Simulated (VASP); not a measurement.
# AlN (F-43m) in VASP: a series of runs, part 2 of 2

VASP 6.6.1. The steps go on from the part before.

## 4. Single point, r2SCAN (volume changed by -6%)

The input, POSCAR:

```
AlN
1.0
    0.0000000000      2.1402746526      2.1402746526
    2.1402746526      0.0000000000      2.1402746526
    2.1402746526      2.1402746526      0.0000000000
Al N
1 1
Direct
    0.0000000000      0.0000000000      0.0000000000
    0.7500000000      0.7500000000      0.7500000000
```

The input, INCAR.step1:

```
SYSTEM = AlN
PREC     = Accurate       ! precision mode
ENCUT    = 520            ! plane-wave cutoff, eV
ISMEAR   = 0              ! smearing method
SIGMA    = 0.01           ! smearing width, eV
LREAL    = .FALSE.        ! projectors in reciprocal space
LASPH    = .TRUE.         ! aspherical terms in the spheres
NELM     = 100            ! most SCF steps
NBANDS   = 11             ! bands
GGA      = PE             ! functional
ALGO     = Normal         ! electronic algorithm
EDIFF    = 1E-4           ! SCF threshold, eV
LWAVE    = .TRUE.         ! write WAVECAR
LCHARG   = .FALSE.        ! write CHGCAR
```

The input, INCAR.step2:

```
SYSTEM = AlN
PREC     = Accurate       ! precision mode
ENCUT    = 520            ! plane-wave cutoff, eV
EDIFF    = 1E-6           ! SCF threshold, eV
ISMEAR   = 0              ! smearing method
SIGMA    = 0.01           ! smearing width, eV
LREAL    = .FALSE.        ! projectors in reciprocal space
LASPH    = .TRUE.         ! aspherical terms in the spheres
NELM     = 100            ! most SCF steps
ALGO     = Normal         ! electronic algorithm
ISIF     = 2              ! what is computed and relaxed
LWAVE    = .FALSE.        ! write WAVECAR
LCHARG   = .FALSE.        ! write CHGCAR
METAGGA  = R2SCAN         ! meta-GGA
LMIXTAU  = .TRUE.       
NBANDS   = 11             ! bands
ISTART   = 1
```

The input, KPOINTS:

```
Automatic mesh
0
G
  8 8 8
  0 0 0
```

Potentials or basis: VASP PAW PBE potentials, release 64 (Al, N).

Command:

```bash
$ cat potpaw_PBE.64/Al/POTCAR potpaw_PBE.64/N/POTCAR > POTCAR
$ cp INCAR.step1 INCAR
$ mpirun -np 1 vasp_std > vasp.out
$ cp INCAR.step2 INCAR
$ mpirun -np 1 vasp_std > vasp.out
```

OUTCAR:

```text
SYSTEM = AlN
   PREC = Accurate
   ENCUT = 520
   EDIFF = 1E-6
   ISMEAR = 0
   LREAL = .FALSE.
   LASPH = .TRUE.
   NELM = 100
   ISIF = 2
   METAGGA = R2SCAN
   ISTART = 1

 ion  position               nearest neighbor table
   1  0.000  0.000  0.000-   2 1.85   2 1.85   2 1.85   2 1.85
   2  0.750  0.750  0.750-   1 1.85   1 1.85   1 1.85   1 1.85

  LATTYP: Found a face centered cubic cell.
 ALAT       =     4.2805493052

  Lattice vectors:

 A1 = (   0.0000000000,   2.1402746526,   2.1402746526)
 A2 = (   2.1402746526,   0.0000000000,   2.1402746526)
 A3 = (   2.1402746526,   2.1402746526,   0.0000000000)

Analysis of symmetry for initial positions (statically):
=====================================================================
 Subroutine PRICEL returns:
 Original cell was already a primitive cell.

 Routine SETGRP: Setting up the symmetry group for a
 face centered cubic supercell.

 Subroutine GETGRP returns: Found 24 space group operations
 (whereof 24 operations were pure point group operations)
 out of a pool of 48 trial point group operations.

[... 172 lines left out ...]
      1      -9.8294      2.00000
      2       6.2729      2.00000
      3       6.2729      2.00000
      4       6.2729      2.00000
      5      11.7448      0.00000
      6      20.4314      0.00000
      7      20.4314      0.00000
      8      20.4314      0.00000
      9      25.3176      0.00000
     10      25.3176      0.00000
     11      27.1713      0.00000
[... 309 lines left out ...]
 k-point    24 :      -0.3750    0.2500    0.1250
  band No.  band energies     occupation
      1      -7.2874      2.00000
      2       0.8796      2.00000
      3       3.9612      2.00000
      4       5.1136      2.00000
      5      14.3316      0.00000
      6      16.9644      0.00000
      7      20.0299      0.00000
      8      20.5597      0.00000
      9      25.4630      0.00000
     10      26.9588      0.00000
     11      30.5974      0.00000

 [... further k-points ...]

------------------------ aborting loop because EDIFF is reached ----------------------------------------

  FORCE on cell =-STRESS in cart. coord.  units (eV):
  Direction    XX          YY          ZZ          XY          YZ          ZX
  --------------------------------------------------------------------------------------
  -------------------------------------------------------------------------------------
  Total        1.7525070      1.7525070      1.7525070      0.0000000      0.0000000      0.0000000
  in kB      143.1963050    143.1963050    143.1963050      0.0000000      0.0000000      0.0000000
  external PRESSURE =     143.1963050 kB  Pullay stress =       0.0000000 kB

 VOLUME and BASIS-vectors are now :
 -----------------------------------------------------------------------------
  energy-cutoff  :      520.00
  volume of cell :       19.61
      direct lattice vectors                 reciprocal lattice vectors
     0.000000000  2.140274653  2.140274653    -0.233614877  0.233614877  0.233614877
     2.140274653  0.000000000  2.140274653     0.233614877 -0.233614877  0.233614877
     2.140274653  2.140274653  0.000000000     0.233614877  0.233614877 -0.233614877

 POSITION                                       TOTAL-FORCE (eV/Angst)
 -----------------------------------------------------------------------------------
      0.00000      0.00000      0.00000        -0.000000     -0.000000     -0.000000
      3.21041      3.21041      3.21041         0.000000      0.000000      0.000000
 -----------------------------------------------------------------------------------
    total drift:                                0.000001      0.000001      0.000001

  FREE ENERGIE OF THE ION-ELECTRON SYSTEM (eV)
  ---------------------------------------------------
  free  energy   TOTEN  =       -19.1263129036 eV

  energy  without entropy=      -19.1263129036  energy(sigma->0) =      -19.12631290
```

Run time: 10 s. Hardware: 1 thread of Intel Xeon 6975P-C (Granite Rapids), shared host; peak memory 0.13 GiB.

What came out:

| Item | Value |
| --- | --- |
| Free energy | -19.1263 eV |
| Pressure | 14.3 GPa |
| Band gap on the k mesh | 3.98 eV, indirect (least direct gap 5.47 eV) |

Levels at points of the mesh, in eV from the valence-band top:
| k point | band 1 | band 2 | band 3 | band 4 | band 5 | band 6 | band 7 | band 8 | band 9 |
| --- | --- | --- | --- | --- | --- | --- | --- | --- | --- |
| (0.00, 0.00, 0.00) | -16.10 | 0.00 | 0.00 | 0.00 | 5.47 | 14.16 | 14.16 | 14.16 | 19.04 |
| (0.50, 0.00, 0.00) | -13.91 | -6.16 | -0.49 | -0.49 | 8.80 | 11.28 | 12.34 | 12.34 | 20.21 |
| (0.50, 0.50, 0.00) | -13.22 | -5.14 | -1.87 | -1.87 | 3.98 | 9.87 | 16.11 | 17.76 | 17.76 |

Caveat: the PAW data sets were made with another functional, which shifts forces and pressure a little.

## 5. The runs side by side

```csv
level,cell,k mesh,gap on the mesh (eV),pressure (GPa)
PBE,"a = 3.175 Å, angles 60.0°, 2 atoms",8 × 8 × 8,3.27,-10.3
PBE,"a = 3.090 Å, angles 60.0°, 2 atoms",10 × 10 × 10,3.32,4.3
r2SCAN,"a = 3.027 Å, angles 60.0°, 2 atoms",8 × 8 × 8,3.98,14.3
```

Alike in all rows: task single point; potentials or basis VASP PAW PBE potentials, release 64 (Al, N); no spin polarisation; cutoff (eV) 520; smearing gaussian 0.01 eV.

Caveats: the PAW data sets were made with another functional, which shifts forces and pressure a little (some runs).

Total energies depend on the potentials used, so only differences within one code and one set of settings carry meaning.
